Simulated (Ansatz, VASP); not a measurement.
## Two plane-wave programs on SrMg

Contents of INCAR:

```
SYSTEM = SrMg
ALGO     = Fast           ! electronic algorithm
EDIFF    = 1E-6           ! SCF threshold, eV
ENCUT    = 520            ! plane-wave cutoff, eV
GGA      = CA             ! functional
ISIF     = 2              ! what is computed and relaxed
ISMEAR   = 0              ! smearing method
LASPH    = .TRUE.         ! aspherical terms in the spheres
LCHARG   = .FALSE.        ! write CHGCAR
LREAL    = .FALSE.        ! projectors in reciprocal space
LWAVE    = .FALSE.        ! write WAVECAR
NBANDS   = 13             ! bands
NELM     = 100            ! most SCF steps
PREC     = Accurate       ! precision mode
SIGMA    = 0.15           ! smearing width, eV
```

KPOINTS

```
k-points
0
G
  12 12 12
  0 0 0
```

The input POSCAR:

```
SrMg
1.0
    3.7830000000      0.0000000000      0.0000000000
    0.0000000000      3.7830000000      0.0000000000
    0.0000000000      0.0000000000      4.0170000000
Sr Mg
1 1
Direct
    0.5000000000      0.5000000000      0.5000000000
    0.0000000000      0.0000000000      0.0000000000
```

Input for Ansatz:

```yaml
crystal:
  lattice:
    - [3.783, 0.0, 0.0]
    - [0.0, 3.783, 0.0]
    - [0.0, 0.0, 4.017]
  atoms:
    - { symbol: Sr, position: [0.5, 0.5, 0.5] }
    - { symbol: Mg, position: [0.0, 0.0, 0.0] }
basis:
  ecutwfc: 420
kpoints:
  mp_grid: { grid: [12, 12, 12] }
hamiltonian:
  xc: lda
scf:
  occupations: { method: gaussian, width: 0.15 }
output:
  forces: true
  stress: true
  eigenvalues: true
```

Change from the starting cell: strain -0.030 along x and y, +0.030 along z, atoms carried along.

Alike in both runs: task single point; functional LDA; k mesh 12 × 12 × 12; occupations gaussian, width 0.15 eV; no spin polarisation.

|  | VASP | Ansatz |
| --- | --- | --- |
| version | VASP 6.6.1 | Ansatz 0.2.0 |
| potentials or method | VASP PAW LDA potentials, release 64 (Sr_sv, Mg), cutoff 520 eV | scalar-relativistic, plane waves, PAW |
| valence electrons in the cell | 12 | 20 |

|  | VASP | Ansatz | Ansatz less VASP |
| --- | --- | --- | --- |
| gap on the k mesh at the Fermi level (eV) | none | none | - |
| pressure (GPa) | 4.4 | 4.6 | +0.14 |
| traceless stress, the component that is largest in VASP (GPa) | -0.43 | -0.42 | +0.011 |

LDA's correlation is that of Perdew and Zunger in VASP and of Perdew and Wang (1992) in Ansatz. A gap of «none» marks a metal or a gap that the smearing closes. VASP's potentials hold 12 valence electrons a cell and Ansatz's 20, so a difference there can come from the potentials and not from the codes.
